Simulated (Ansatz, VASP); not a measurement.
**Rb3ClO: VASP beside Ansatz**

Contents of INCAR:

```
ALGO     = Normal         # electronic algorithm
EDIFF    = 1E-6           # SCF threshold, eV
ENCUT    = 520            # plane-wave cutoff, eV
GGA      = CA             # functional
ISIF     = 2              # what is computed and relaxed
ISMEAR   = 0              # smearing method
LASPH    = T              # aspherical terms in the spheres
LCHARG   = T              # write CHGCAR
LELF     = T              # ELF
LREAL    = F              # projectors in reciprocal space
LVHAR    = T            
LWAVE    = F              # write WAVECAR
NBANDS   = 28             # bands
NELM     = 100            # most SCF steps
PREC     = Accurate       # precision mode
SIGMA    = 0.03           # smearing width, eV
```

The input KPOINTS:

```
k-points
0
Gamma
  8 8 8
```

File POSCAR:

```
Rb3ClO
1.0
    5.5496372027     -0.2920861686     -0.2920861686
   -0.2920861686      5.5496372027     -0.2920861686
   -0.2920861686     -0.2920861686      5.5496372027
Rb Cl O
3 1 1
Direct
    0.0000000000      0.0000000000      0.5000000000
    0.0000000000      0.5000000000      0.0000000000
    0.5000000000      0.0000000000      0.0000000000
    0.5000000000      0.5000000000      0.5000000000
    0.0000000000      0.0000000000      0.0000000000
```

Input for Ansatz:

```yaml
crystal:
  lattice:
    - [5.5496372027, -0.2920861686, -0.2920861686]
    - [-0.2920861686, 5.5496372027, -0.2920861686]
    - [-0.2920861686, -0.2920861686, 5.5496372027]
  atoms:
    - { symbol: Rb, position: [0.0, 0.0, 0.5] }
    - { symbol: Rb, position: [0.0, 0.5, 0.0] }
    - { symbol: Rb, position: [0.5, 0.0, 0.0] }
    - { symbol: Cl, position: [0.5, 0.5, 0.5] }
    - { symbol: O, position: [0.0, 0.0, 0.0] }
basis:
  ecutwfc: 420
kpoints:
  mp_grid: { grid: [8, 8, 8] }
hamiltonian:
  xc: lda
scf:
  occupations: { method: gaussian, width: 0.03 }
output:
  forces: true
  stress: true
  eigenvalues: true
```

Alike in both runs: task single point; functional LDA; k mesh 8 × 8 × 8; occupations gaussian, width 0.03 eV; no spin polarisation.

```csv
,VASP,Ansatz
version,VASP 6.6.1,Ansatz 0.2.0
potentials or method,"VASP PAW LDA potentials, release 64 (Rb_sv, Cl, O), cutoff 520 eV","scalar-relativistic, plane waves, PAW"
valence electrons in the cell,40,40
```

Ansatz gave:

* gap on the k mesh at the Fermi level (eV): 0.23
* least direct gap on the mesh (eV): 0.23
* pressure (GPa): -2.5
* traceless stress, the component that is largest in VASP (GPa): 0.80

**Question.** Estimate VASP's values.

**Answer.** gap on the k mesh at the Fermi level (eV): 0.22; least direct gap on the mesh (eV): 0.22; pressure (GPa): -2.4; traceless stress, the component that is largest in VASP (GPa): 0.80.

LDA's correlation is that of Perdew and Zunger in VASP and of Perdew and Wang (1992) in Ansatz.
